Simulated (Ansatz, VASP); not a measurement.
Two plane-wave programs on Ga

```xyz
2
Lattice="2.8148 0.0000 0.0000 -1.4074 2.4377 0.0000 0.0000 0.0000 29.1724" Properties=species:S:1:pos:R:3 pbc="T T T"
Ga    0.0000    0.0000    9.8550
Ga    0.0000    0.0000    7.1450
```

Alike in both runs: functional PBE; k mesh 24 × 24 × 1; occupations gaussian, width 0.1 eV; no spin polarisation.

Ansatz relaxed the structure, and its values are those at the end. VASP's run is a single point on that final structure, the one shown.

```csv
,VASP,Ansatz
version,VASP 6.6.1,Ansatz 0.2.0
potentials or method,"VASP PAW PBE potentials, release 64 (Ga_d), cutoff 520 eV","scalar-relativistic, plane waves, PAW"
valence electrons in the cell,26,26
```

Ansatz gave:

| Item | Value |
| --- | --- |
| gap on the k mesh at the Fermi level (eV) | none |
| rms of the force components (eV/Å) | 0.001 |

What did VASP give for the same quantities?

gap on the k mesh at the Fermi level (eV): none; rms of the force components (eV/Å): 0.005.

A gap of «none» marks a metal or a gap that the smearing closes.
